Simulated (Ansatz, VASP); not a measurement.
**Be2ZnSe3 in VASP and in Ansatz**

Contents of INCAR:

```
PREC = Accurate ; ENCUT = 520
EDIFF = 1E-6 ; ISMEAR = 0
SIGMA = 0.1 ; LREAL = False
LASPH = True ; NELM = 80
ALGO = Normal ; ISIF = 2
LWAVE = False ; LCHARG = False
GGA = PE ; NBANDS = 26
```

Contents of KPOINTS:

```
Automatic mesh
0
Gamma
  6 6 6
```

The input POSCAR:

```
Be2ZnSe3
1.0
   -1.8863858900      1.8863858900      8.0032575100
    1.8863858900     -1.8863858900      8.0032575100
    1.8863858900      1.8863858900     -8.0032575100
Be Zn Se
2 1 3
Direct
    0.3333333300      0.3333333300      0.0000000000
    0.6666666700      0.6666666700      0.0000000000
    0.0000000000      0.0000000000      0.0000000000
    0.4166666700      0.9166666700      0.5000000000
    0.7500000000      0.2500000000      0.5000000000
    0.0833333300      0.5833333300      0.5000000000
```

Input for Ansatz:

```yaml
crystal:
  lattice:
    - [-1.88638589, 1.88638589, 8.00325751]
    - [1.88638589, -1.88638589, 8.00325751]
    - [1.88638589, 1.88638589, -8.00325751]
  atoms:
    - { symbol: Be, position: [0.33333333, 0.33333333, 0.0] }
    - { symbol: Be, position: [0.66666667, 0.66666667, 0.0] }
    - { symbol: Zn, position: [0.0, 0.0, 0.0] }
    - { symbol: Se, position: [0.41666667, 0.91666667, 0.5] }
    - { symbol: Se, position: [0.75, 0.25, 0.5] }
    - { symbol: Se, position: [0.08333333, 0.58333333, 0.5] }
basis:
  ecutwfc: 420
kpoints:
  mp_grid: { grid: [6, 6, 6] }
hamiltonian:
  xc: pbe
scf:
  occupations: { method: gaussian, width: 0.1 }
  lower_state_search: "off"
output:
  forces: true
  stress: true
  eigenvalues: true
```

Alike in both runs: task single point; functional PBE; k mesh 6 × 6 × 6; occupations gaussian, width 0.1 eV; no spin polarisation.

|  | VASP | Ansatz |
| --- | --- | --- |
| version | VASP 6.6.1 | Ansatz 0.2.0 |
| potentials or method | VASP PAW PBE potentials, release 64 (Be, Zn, Se), cutoff 520 eV | scalar-relativistic, plane waves, PAW |
| valence electrons in the cell | 34 | 64 |

Ansatz gave:

```
gap on the k mesh at the Fermi level (eV)                     : 2.66
least direct gap on the mesh (eV)                             : 2.99
pressure (GPa)                                                : 2.8
traceless stress, the component that is largest in VASP (GPa) : -0.05
rms of the force components (eV/Å)                            : 0.704
```

Question: Which values does VASP return?

Answer: gap on the k mesh at the Fermi level (eV): 2.65; least direct gap on the mesh (eV): 2.98; pressure (GPa): 3.0; traceless stress, the component that is largest in VASP (GPa): -0.05; rms of the force components (eV/Å): 0.714.

Atom by atom the forces differ by 0.010 eV/Å (rms over components). VASP's potentials hold 34 valence electrons a cell and Ansatz's 64, so a difference there can come from the potentials and not from the codes.
